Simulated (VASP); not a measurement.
Crystal: Ta.

```
Ta
1.0
     2.90037    0.00000    0.00000
    -1.45019    2.51180    0.00000
     0.00000    0.00000    5.16627
Ta
2
Direct
  0.66667 0.33333 0.75000
  0.33333 0.66667 0.25000
```

- Program: VASP 6.6.1
- Task: relaxation of cell and atoms
- Functional: BLYP
- Dispersion: D3(BJ)
- Potentials or basis: VASP PAW PBE potentials, release 64 (Ta_pv)
- Cutoff: 600 eV
- k mesh: 11 × 11 × 6
- Occupations: fermi-dirac, width 0.15 eV
- Spin: no spin polarisation

At the start: pressure -7.4 GPa; volume 18.82 Å³/atom.

Where does the relaxation end?

Over 8 steps the energy falls by 17.7 meV/atom and the volume is 18.08 Å³/atom (-3.9 %); space group P6_3/mmc (No. 194, to 0.05 Å).

Step by step:
| step | energy change (eV) | largest force (eV/Å) | pressure (GPa) | volume (Å³) |
| --- | --- | --- | --- | --- |
| 1 | 0.0000 | 0.0000 | -7.42 | 37.64 |
| 2 | 0.1556 | 0.0000 | 21.22 | 33.09 |
| 3 | -0.0353 | 0.0000 | -0.27 | 36.21 |
| 4 | -0.0353 | 0.0000 | -0.03 | 36.17 |
| 5 | -0.0353 | 0.0000 | 0.13 | 36.14 |
| 6 | -0.0353 | 0.0000 | -0.27 | 36.21 |
| 7 | -0.0353 | 0.0000 | -0.09 | 36.18 |
| 8 | -0.0353 | 0.0000 | 0.03 | 36.15 |

Final structure:
```
Ta
1.0
     2.86205    0.00000    0.00000
    -1.43103    2.47861    0.00000
     0.00000    0.00000    5.09657
Ta
2
Direct
  0.66667 0.33333 0.75000
  0.33333 0.66667 0.25000
```

Caveat: the PAW data sets were made with another functional, which shifts forces and pressure a little; pairwise dispersion overbinds metals, which lowers pressure and volume.
